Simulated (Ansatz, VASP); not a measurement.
Two plane-wave programs on KMgF3

```
K Mg F
1.0
     4.14534    0.00000    0.00000
     0.00000    4.14534    0.00000
     0.00000    0.00000    4.30477
K Mg F
1 1 3
Direct
  0.50000 0.50000 0.50000
  0.00000 0.00000 0.00000
  0.50000 0.00000 0.00000
  0.00000 0.50000 0.00000
  0.00000 0.00000 0.50000
```

Change from the starting cell: strain +0.040 along x and y, +0.080 along z, atoms carried along.

Alike in both runs: task single point; functional PBE; k mesh 6 × 6 × 6; occupations gaussian, width 0.05 eV; no spin polarisation.

|  | VASP | Ansatz |
| --- | --- | --- |
| version | VASP 6.6.1 | Ansatz 0.2.0 |
| potentials or method | VASP PAW PBE potentials, release 64 (K_sv, Mg, F), cutoff 520 eV | scalar-relativistic, plane waves, PAW |
| valence electrons in the cell | 32 | 40 |

VASP gave:

| Property | Result |
| --- | --- |
| gap on the k mesh at the Fermi level (eV) | 6.22 |
| least direct gap on the mesh (eV) | 6.52 |
| pressure (GPa) | -5.8 |
| traceless stress, the component that is largest in VASP (GPa) | -1.12 |

What did Ansatz give for the same quantities?

gap on the k mesh at the Fermi level (eV): 6.25; least direct gap on the mesh (eV): 6.55; pressure (GPa): -5.4; traceless stress, the component that is largest in VASP (GPa): -1.13.

VASP's potentials hold 32 valence electrons a cell and Ansatz's 40, so a difference there can come from the potentials and not from the codes.
